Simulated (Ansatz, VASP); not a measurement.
## SnO2: VASP beside Ansatz

```xyz
6
Lattice="3.2306 0.0000 0.0000 -1.6153 2.7978 0.0000 0.0000 0.0000 10.7906" Properties=species:S:1:pos:R:3 pbc="T T T"
Sn    0.0000    0.0000    5.3953
Sn    0.0000    0.0000    0.0000
O     1.6153    0.9326    4.3795
O     1.6153    0.9326    1.0158
O     0.0000    1.8652    6.4111
O     0.0000    1.8652    9.7747
```

Alike in both runs: task single point; functional LDA; k mesh 12 × 12 × 2; no spin polarisation.

```csv
,VASP,Ansatz
version,VASP 6.6.1,Ansatz 0.2.0
potentials or method,"VASP PAW LDA potentials, release 64 (Sn_d, O), cutoff 520 eV","plane waves, PAW"
occupations,"gaussian, width 0.01 eV",fixed
valence electrons in the cell,52,52
```

```tsv
	VASP	Ansatz	Ansatz less VASP
gap on the k mesh at the Fermi level (eV)	1.95	1.96	+0.005
```

LDA's correlation is that of Perdew and Zunger in VASP and of Perdew and Wang (1992) in Ansatz.
